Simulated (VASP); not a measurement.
Write the native input for VASP 6.6.1 that does the following.

```
Task                   : single point
Functional             : PBE
Potentials or basis    : VASP PAW PBE potentials, release 64 (Sn_d, Te)
Cutoff                 : 520 eV
k mesh                 : 10 × 10 × 10
Occupations            : gaussian, width 0.1 eV
Spin                   : no spin polarisation
Dipole correction      : no
Further INCAR settings : ALGO = Normal; EDIFF = 1e-06; NBANDS = 24
```

The structure of SnTe3 lies in POSCAR:

```
SnTe3
1.0
   -3.1428025528      3.1428025528      3.1428025528
    3.1428025528     -3.1428025528      3.1428025528
    3.1428025528      3.1428025528     -3.1428025528
Sn Te
1 3
Direct
    0.0000000000      0.0000000000      0.0000000000
    0.0000000000      0.5000000000      0.5000000000
    0.5000000000      0.0000000000      0.5000000000
    0.5000000000      0.5000000000      0.0000000000
```

These files were run (other wordings do the same):

INCAR

```
PREC = Accurate
ENCUT = 520
EDIFF = 1E-6
ISMEAR = 0
SIGMA = 0.1
LREAL = F
LASPH = T
NELM = 80
ALGO = Normal
ISIF = 2
LWAVE = F
LCHARG = F
GGA = PE
NBANDS = 24
```

KPOINTS

```
regular mesh
0
Gamma
  10 10 10
```

Potentials or basis: VASP PAW PBE potentials, release 64 (Sn_d, Te).

The run is started by

```bash
$ cat potpaw_PBE.64/Sn_d/POTCAR potpaw_PBE.64/Te/POTCAR > POTCAR
$ mpirun -np 1 vasp_std > vasp.out
```

Results of the run:

The pressure is 3.0 GPa and the band gap on the k mesh is zero (bands 16 and 17 overlap by 3.64 eV).

Caveat: the cell stands under pressure; spin-orbit coupling is left out, which moves the levels of the heavy elements.

Wall time 3.3 min on 1 thread of Intel Xeon 8259CL, with other jobs on the host, peak memory 0.32 GiB.
